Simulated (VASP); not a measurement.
# HfN (Fm-3m) in VASP: further runs

HfN is run at these levels: r2SCAN; tasks: single point.

All numbers are computed with VASP 6.6.1; they aren't measurements. Logs are shortened: lines on timing, memory, paths and dates and some standing lists are left out, and cuts for length are marked.

**1. The cell of the first run**

It takes space group Fm-3m (No. 225, cubic). The conventional cell has a = 4.526 Å, b = 4.526 Å, c = 4.526 Å, α = 90.00°, β = 90.00°, γ = 90.00°. Within 3.0 Å of Hf (site symmetry m-3m) lie 6 N at 2.26 Å. Within 3.0 Å of N (site symmetry m-3m) lie 6 Hf at 2.26 Å.

**2. Single point, r2SCAN**

POSCAR

```
HfN
1.0
    0.0000000000      2.2629003563      2.2629003563
    2.2629003563      0.0000000000      2.2629003563
    2.2629003563      2.2629003563      0.0000000000
Hf N
1 1
Direct
    0.0000000000      0.0000000000      0.0000000000
    0.5000000000      0.5000000000      0.5000000000
```

INCAR.step1

```
SYSTEM = HfN
ALGO     = Normal         ! electronic algorithm
EDIFF    = 1E-4           ! SCF threshold, eV
ENCUT    = 520            ! plane-wave cutoff, eV
GGA      = PE             ! functional
ISMEAR   = 0              ! smearing method
LASPH    = .True.         ! aspherical terms in the spheres
LCHARG   = .False.        ! write CHGCAR
LREAL    = .False.        ! projectors in reciprocal space
LWAVE    = .True.         ! write WAVECAR
NBANDS   = 14             ! bands
NELM     = 80             ! most SCF steps
PREC     = Accurate       ! precision mode
SIGMA    = 0.1            ! smearing width, eV
```

INCAR.step2

```
SYSTEM = HfN
ALGO     = Normal         ! electronic algorithm
EDIFF    = 1E-6           ! SCF threshold, eV
ENCUT    = 520            ! plane-wave cutoff, eV
ISIF     = 2              ! what is computed and relaxed
ISMEAR   = 0              ! smearing method
ISTART   = 1            
LASPH    = .True.         ! aspherical terms in the spheres
LCHARG   = .False.        ! write CHGCAR
LMIXTAU  = .True.       
LREAL    = .False.        ! projectors in reciprocal space
LWAVE    = .False.        ! write WAVECAR
METAGGA  = R2SCAN         ! meta-GGA
NBANDS   = 14             ! bands
NELM     = 80             ! most SCF steps
PREC     = Accurate       ! precision mode
SIGMA    = 0.1            ! smearing width, eV
```

KPOINTS

```
k-points
0
Gamma
  16 16 16
  0 0 0
```

Potentials or basis: VASP PAW PBE potentials, release 64 (Hf_pv, N).

Run with:

```bash
$ cat potpaw_PBE.64/Hf_pv/POTCAR potpaw_PBE.64/N/POTCAR > POTCAR
$ cp INCAR.step1 INCAR
$ mpirun -np 1 vasp_std > vasp.out
$ cp INCAR.step2 INCAR
$ mpirun -np 1 vasp_std > vasp.out
```

OUTCAR:

```text
SYSTEM = HfN
   EDIFF = 1E-6
   ENCUT = 520
   ISIF = 2
   ISMEAR = 0
   ISTART = 1
   LASPH = .True.
   LREAL = .False.
   METAGGA = R2SCAN
   NELM = 80
   PREC = Accurate

 ion  position               nearest neighbor table
   1  0.000  0.000  0.000-   2 2.26   2 2.26   2 2.26   2 2.26   2 2.26   2 2.26
   2  0.500  0.500  0.500-   1 2.26   1 2.26   1 2.26   1 2.26   1 2.26   1 2.26

  LATTYP: Found a face centered cubic cell.
 ALAT       =     4.5258007126

  Lattice vectors:

 A1 = (   0.0000000000,   2.2629003563,   2.2629003563)
 A2 = (   2.2629003563,   0.0000000000,   2.2629003563)
 A3 = (   2.2629003563,   2.2629003563,   0.0000000000)

Analysis of symmetry for initial positions (statically):
=====================================================================
 Subroutine PRICEL returns:
 Original cell was already a primitive cell.

 Routine SETGRP: Setting up the symmetry group for a
 face centered cubic supercell.

 Subroutine GETGRP returns: Found 48 space group operations
 (whereof 48 operations were pure point group operations)
 out of a pool of 48 trial point group operations.

The static configuration has the point symmetry O_h .

Analysis of symmetry for dynamics (positions and initial velocities):
=====================================================================
 Subroutine PRICEL returns:
 Original cell was already a primitive cell.

 Routine SETGRP: Setting up the symmetry group for a
 face centered cubic supercell.

 Subroutine GETGRP returns: Found 48 space group operations
 (whereof 48 operations were pure point group operations)
 out of a pool of 48 trial point group operations.

The dynamic configuration has the point symmetry O_h .

 Subroutine INISYM returns: Found 48 space group operations
 (whereof 48 operations are pure point group operations),
 and found     1 'primitive' translations

----------------------------------------------------------------------------------------

                                     Primitive cell

  volume of cell :      23.1753

  direct lattice vectors                    reciprocal lattice vectors
     0.000000000  2.262900356  2.262900356    -0.220955376  0.220955376  0.220955376
     2.262900356  0.000000000  2.262900356     0.220955376 -0.220955376  0.220955376
     2.262900356  2.262900356  0.000000000     0.220955376  0.220955376 -0.220955376

  length of vectors
     3.200224374  3.200224374  3.200224374     0.382705938  0.382705938  0.382705938

  position of ions in fractional coordinates (direct lattice)
     0.000000000  0.000000000  0.000000000
     0.500000000  0.500000000  0.500000000

  ion indices of the primitive-cell ions
   primitive index   ion index
                 1           1
                 2           2

----------------------------------------------------------------------------------------

 KPOINTS: k-points

Automatic generation of k-mesh.
 Grid dimensions read from file:
 generate k-points for:   16   16   16

 Generating k-lattice:

  Cartesian coordinates                     Fractional coordinates (reciprocal lattice)
    -0.013809711  0.013809711  0.013809711     0.062500000  0.000000000  0.000000000
     0.013809711 -0.013809711  0.013809711     0.000000000  0.062500000  0.000000000
     0.013809711  0.013809711 -0.013809711     0.000000000  0.000000000  0.062500000

  Length of vectors
     0.023919121  0.023919121  0.023919121

  Shift w.r.t. Gamma in fractional coordinates (k-lattice)
     0.000000000  0.000000000  0.000000000

 Subroutine IBZKPT returns following result:
 ===========================================

 Found    145 irreducible k-points:

 Following reciprocal coordinates:
            Coordinates               Weight
  0.000000  0.000000  0.000000      1.000000
  0.062500  0.000000  0.000000      8.000000
  0.125000  0.000000  0.000000      8.000000
  0.187500  0.000000  0.000000      8.000000
  0.250000  0.000000  0.000000      8.000000
  0.312500  0.000000  0.000000      8.000000
[... 16 lines left out ...]
 -0.125000  0.062500  0.000000     24.000000
 -0.062500  0.062500  0.000000     12.000000
 [... further k-points ...]
   k-points           NKPTS =    145   k-points in BZ     NKDIM =    145   number of bands    NBANDS=     14
   number of dos      NEDOS =    301   number of ions     NIONS =      2
   total plane-waves  NPLWV =  13824
   dimension x,y,z NGX =    24 NGY =   24 NGZ =   24
   dimension x,y,z NGXF=    48 NGYF=   48 NGZF=   48
   ions per type =               1   1
   NGX,Y,Z   is equivalent  to a cutoff of  12.47, 12.47, 12.47 a.u.
   NGXF,Y,Z  is equivalent  to a cutoff of  24.94, 24.94, 24.94 a.u.
 SYSTEM =  HfN
   PREC   = accura    normal or accurate (medium, high low for compatibility)
   ISTART =      1    job   : 0-new  1-cont  2-samecut
   ICHARG =      0    charge: 1-file 2-atom 10-const
   ISPIN  =      1    spin polarized calculation?
   LNONCOLLINEAR =      F non collinear calculations
   LSORBIT =      F    spin-orbit coupling
   LASPH  =      T    aspherical Exc in radial PAW
   ENCUT  =  520.0 eV  38.22 Ry    6.18 a.u.   5.95  5.95  5.95*2*pi/ulx,y,z
   NELM   =     80;   NELMIN=  2; NELMDL=  0     # of ELM steps
   EDIFF  = 0.1E-05   stopping-criterion for ELM
   LREAL  =      F    real-space projection
[... 7 lines left out ...]
   TEBEG  =    0.0;   TEEND  =   0.0 temperature during run
   PSTRESS=    0.0 pullay stress
   NELECT =      15.0000    total number of electrons
   NUPDOWN=      -1.0000    fix difference up-down
   EMIN   =  10.00;   EMAX   =-10.00  energy-range for DOS
   EFERMI =   0.00;   METHOD = LEGACY
   ISMEAR =     0;   SIGMA  =   0.10  broadening in eV -4-tet -1-fermi 0-gaus
   EFERMI_NEDOS =   21; number of points for ismear=-14 and -15
   IALGO  =     38    algorithm
   IMIX   =      4    mixing-type and parameters
     AMIX     =   0.40;   BMIX     =  1.00
     AMIX_MAG =   1.60;   BMIX_MAG =  1.00
  volume/ion in A,a.u.               =      11.59        78.20
  Fermi-wavevector in a.u.,A,eV,Ry     =   1.416108  2.676057 27.284619  2.005363
  Thomas-Fermi vector in A             =   2.537477
   LORBIT       =      0    0 simple, 1 ext, 2 COOP (PROOUT), +10 PAW based schemes
   METAGGA = R2SCAN    functional components
   LHFCALC =     F    Hartree Fock is set to
   AEXX    =    0.0000 exact exchange contribution
   IVDW    =     0    specifies the selected vdW correction
   LEPSILON=     F    determine dielectric tensor
   LRPA    =     F    only Hartree local field effects (RPA)
 non-spin polarized calculation
 Gauss-broadening in eV      SIGMA  =   0.10
  energy-cutoff  :      520.00
  volume of cell :       23.18
 maximum number of plane-waves:       636
   NGX = 11   NGY = 11   NGZ = 11

 number of electron      15.0000000 magnetization

 Free energy of the ion-electron system (eV)
  ---------------------------------------------------
  ext. energy  EPLUGINS =         0.00000000
  ---------------------------------------------------
  free energy    TOTEN  =       -58.23711036 eV

  energy without entropy =      -58.23425160  energy(sigma->0) =      -58.23568098

 E-fermi :   8.4846     XC(G=0): -13.5316

 val. band max:        8.4818545760   @ k =  -0.1250   0.0625   0.0000
 cond. band min:       8.4979158747   @ k =   0.3750   0.1250   0.0000
 fundamental gap:      0.0160612987
 Fermi energy:         8.4845710219

 k-point     1 :       0.0000    0.0000    0.0000
  band No.  band energies     occupation
      1     -24.0726      2.00000
      2     -24.0726      2.00000
      3     -24.0726      2.00000
      4     -10.1845      2.00000
      5       5.0646      2.00000
      6       5.0646      2.00000
      7       5.0646      2.00000
      8       8.1494      2.00000
      9       8.1494      2.00000
     10       8.1494      2.00000
     11      10.4830      0.00000
     12      10.4830      0.00000
     13      10.4954      0.00000
     14      18.5193      0.00000

 k-point     2 :       0.0625    0.0000    0.0000
  band No.  band energies     occupation
      1     -24.1124      2.00000
      2     -24.0757      2.00000
      3     -24.0757      2.00000
      4     -10.0951      2.00000
      5       4.6694      2.00000
      6       4.8338      2.00000
      7       4.8338      2.00000
      8       8.2559      1.99878
      9       8.2841      1.99541
     10       8.2841      1.99541
     11      10.7881      0.00000
     12      10.7886      0.00000
     13      10.7886      0.00000
     14      18.8295      0.00000

 k-point     3 :       0.1250    0.0000    0.0000
  band No.  band energies     occupation
      1     -24.2240      2.00000
      2     -24.0846      2.00000
      3     -24.0846      2.00000
      4      -9.8386      2.00000
      5       3.7613      2.00000
      6       4.2897      2.00000
      7       4.2897      2.00000
      8       8.4516      1.35898
      9       8.6427      0.02532
     10       8.6427      0.02532
     11      11.5413      0.00000
     12      11.5920      0.00000
     13      11.5920      0.00000
     14      19.4344      0.00000
[... 324 lines left out ...]
 k-point    23 :      -0.1250    0.0625    0.0000
  band No.  band energies     occupation
      1     -24.2886      2.00000
      2     -24.1181      2.00000
      3     -24.0792      2.00000
      4      -9.6567      2.00000
      5       3.1536      2.00000
      6       3.8135      2.00000
      7       4.2735      2.00000
      8       8.4819      1.03064
      9       8.6208      0.05409
     10       9.3496      0.00000
     11      11.0910      0.00000
     12      12.4391      0.00000
     13      12.5735      0.00000
     14      19.4344      0.00000

 k-point    24 :      -0.0625    0.0625    0.0000
  band No.  band energies     occupation
      1     -24.1676      2.00000
      2     -24.0959      2.00000
      3     -24.0740      2.00000
      4      -9.9522      2.00000
      5       4.0564      2.00000
      6       4.4050      2.00000
      7       4.7313      2.00000
      8       8.2962      1.99227
      9       8.3268      1.97437
     10       8.7678      0.00006
     11      10.6434      0.00000
     12      11.4816      0.00000
     13      11.5279      0.00000
     14      19.3208      0.00000

 [... further k-points ...]

------------------------ aborting loop because EDIFF is reached ----------------------------------------

  FORCE on cell =-STRESS in cart. coord.  units (eV):
  Direction    XX          YY          ZZ          XY          YZ          ZX
  --------------------------------------------------------------------------------------
  -------------------------------------------------------------------------------------
  Total       -0.3978093     -0.3978093     -0.3978093     -0.0000000      0.0000000      0.0000000
  in kB      -27.5016829    -27.5016829    -27.5016829     -0.0000000      0.0000000      0.0000000
  external PRESSURE =     -27.5016829 kB  Pullay stress =       0.0000000 kB

 VOLUME and BASIS-vectors are now :
 -----------------------------------------------------------------------------
  energy-cutoff  :      520.00
  volume of cell :       23.18
      direct lattice vectors                 reciprocal lattice vectors
     0.000000000  2.262900356  2.262900356    -0.220955376  0.220955376  0.220955376
     2.262900356  0.000000000  2.262900356     0.220955376 -0.220955376  0.220955376
     2.262900356  2.262900356  0.000000000     0.220955376  0.220955376 -0.220955376

 POSITION                                       TOTAL-FORCE (eV/Angst)
 -----------------------------------------------------------------------------------
      0.00000      0.00000      0.00000         0.000000      0.000000      0.000000
      2.26290      2.26290      2.26290        -0.000000     -0.000000     -0.000000
 -----------------------------------------------------------------------------------
    total drift:                                0.000000     -0.000000     -0.000000

  FREE ENERGIE OF THE ION-ELECTRON SYSTEM (eV)
  ---------------------------------------------------
  free  energy   TOTEN  =       -58.2371103589 eV

  energy  without entropy=      -58.2342515998  energy(sigma->0) =      -58.23568098
```

It took 57 s on 1 thread of Intel Xeon 6975P-C (Granite Rapids), shared host; peak memory 0.18 GiB.

Results:

- Free energy: -58.2371 eV
- Pressure: -2.8 GPa
- Band gap on the k mesh: zero (an odd number of electrons rules out a gap without spin polarisation)

Levels at points of the mesh, in eV from the Fermi level:
```csv
k point,band 4,band 5,band 6,band 7,band 8,band 9,band 10,band 11,band 12,band 13
"(0.00, 0.00, 0.00)",-18.67,-3.42,-3.42,-3.42,-0.34,-0.34,-0.34,2.00,2.00,2.01
"(0.50, 0.00, 0.00)",-16.01,-9.31,-6.62,-6.62,3.36,3.75,3.75,4.58,9.02,9.02
"(0.50, 0.50, 0.00)",-17.62,-5.94,-4.13,-4.13,-3.87,4.11,5.52,5.52,5.74,8.43
```

Caveat: the PAW data sets were made with another functional, which shifts forces and pressure a little; spin-orbit coupling is left out, which moves the levels of the heavy elements.

**3. Single point, r2SCAN**

POSCAR

```
HfN
1.0
    0.0000000000      2.2633037695      2.2633037695
    2.2633037695      0.0000000000      2.2633037695
    2.2633037695      2.2633037695      0.0000000000
Hf N
1 1
Direct
    0.0000000000      0.0000000000      0.0000000000
    0.5000000000      0.5000000000      0.5000000000
```

INCAR.step1

```
SYSTEM = HfN
PREC     = Accurate       ! precision mode
ENCUT    = 520            ! plane-wave cutoff, eV
ISMEAR   = -1             ! smearing method
SIGMA    = 0.15           ! smearing width, eV
LREAL    = .FALSE.        ! projectors in reciprocal space
LASPH    = .TRUE.         ! aspherical terms in the spheres
NELM     = 80             ! most SCF steps
NBANDS   = 14             ! bands
GGA      = PE             ! functional
ALGO     = Normal         ! electronic algorithm
EDIFF    = 1E-4           ! SCF threshold, eV
LWAVE    = .TRUE.         ! write WAVECAR
LCHARG   = .FALSE.        ! write CHGCAR
```

INCAR.step2

```
SYSTEM = HfN
PREC     = Accurate       ! precision mode
ENCUT    = 520            ! plane-wave cutoff, eV
EDIFF    = 1E-6           ! SCF threshold, eV
ISMEAR   = -1             ! smearing method
SIGMA    = 0.15           ! smearing width, eV
LREAL    = .FALSE.        ! projectors in reciprocal space
LASPH    = .TRUE.         ! aspherical terms in the spheres
NELM     = 80             ! most SCF steps
ALGO     = Normal         ! electronic algorithm
ISIF     = 2              ! what is computed and relaxed
LWAVE    = .FALSE.        ! write WAVECAR
LCHARG   = .TRUE.         ! write CHGCAR
METAGGA  = R2SCAN         ! meta-GGA
LMIXTAU  = .TRUE.       
LELF     = .TRUE.         ! ELF
LVHAR    = .TRUE.       
NBANDS   = 14             ! bands
ISTART   = 1
```

KPOINTS

```
Automatic mesh
0
G
  16 16 16
  0 0 0
```

Potentials or basis: VASP PAW PBE potentials, release 64 (Hf_pv, N).

Run with:

```bash
$ cat potpaw_PBE.64/Hf_pv/POTCAR potpaw_PBE.64/N/POTCAR > POTCAR
$ cp INCAR.step1 INCAR
$ mpirun -np 1 vasp_std > vasp.out
$ cp INCAR.step2 INCAR
$ mpirun -np 1 vasp_std > vasp.out
```

Wall time 60 s (1 thread of Intel Xeon 6975P-C (Granite Rapids), shared host); peak memory 0.18 GiB.

Results (log left out):

* Free energy: -58.2563 eV
* Pressure: -2.7 GPa
* Band gap on the k mesh: zero (an odd number of electrons rules out a gap without spin polarisation)

Levels at points of the mesh, in eV from the Fermi level:
```
           k point  band 5  band 6  band 7  band 8  band 9  band 10  band 11  band 12
(0.00, 0.00, 0.00)   -3.42   -3.42   -3.42   -0.34   -0.34    -0.34     2.00     2.00
(0.50, 0.00, 0.00)   -9.31   -6.62   -6.62    3.36    3.75     3.75     4.58     9.01
(0.50, 0.50, 0.00)   -5.94   -4.13   -4.13   -3.87    4.11     5.51     5.51     5.74
```

Caveat: the PAW data sets were made with another functional, which shifts forces and pressure a little; spin-orbit coupling is left out, which moves the levels of the heavy elements.
